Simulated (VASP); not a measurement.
# ZnO: single point with r2SCAN

The system is ZnO.

```
Zn O
1.0
     0.00000    2.13377    2.17922
     2.13377    0.00000    2.17922
     2.13377    2.13377    0.00000
Zn O
1 1
Direct
  0.00000 0.00000 0.00000
  0.50000 0.50000 0.50000
```

This cell differs from its parent crystal: uniaxial z strain +2.1%.

* Program: VASP 6.6.1
* Task: single point
* Functional: r2SCAN
* Potentials or basis: VASP PAW PBE potentials, release 64 (Zn, O_h)
* Cutoff: 910 eV
* k mesh: 10 × 10 × 10
* Occupations: gaussian, width 0.01 eV
* Spin: no spin polarisation
* Dipole correction: no
* Further INCAR settings: ALGO = Normal; EDIFF = 1e-06; NBANDS = 16

The pressure is -2.8 GPa. The band gap on the k mesh is 1.39 eV (least direct gap 2.74 eV).

Stress tensor (GPa, compression positive):
```
-2.11  0.00  0.00
 0.00 -2.11  0.00
 0.00  0.00 -4.04
```

Levels at points of the mesh, in eV from the valence-band top:
```
           k point  band 5  band 6  band 7  band 8  band 9  band 10  band 11  band 12  band 13  band 14
(0.00, 0.00, 0.00)   -4.79   -4.74   -1.45   -1.45   -1.35     1.39    18.59    18.69    18.69    19.16
(0.50, 0.00, 0.00)   -4.56   -4.54   -3.69   -0.13    0.00     6.09     9.80    13.41    13.85    20.08
(0.50, 0.50, 0.00)   -4.45   -4.45   -4.20   -2.79   -2.79     4.89    11.29    12.04    16.55    16.55
(0.50, 0.00, 0.50)   -4.46   -4.42   -4.15   -2.97   -2.77     4.87    11.60    11.77    16.05    16.50
```

It took 3.4 min on 1 thread of Intel(R) Xeon(R) Platinum 8375C CPU @ 2.90GHz (Ice Lake), with other jobs on the host, peak memory 0.22 GiB.

Caveat: the cell differs from its parent crystal (uniaxial z strain +2.1%); the cutoff is under 1.25 times the usual one of these potentials, so pressure, stress and relaxed cells hold a basis-set (Pulay) error; the PAW data sets were made with another functional, which shifts forces and pressure a little. A k mesh can miss the band edges.
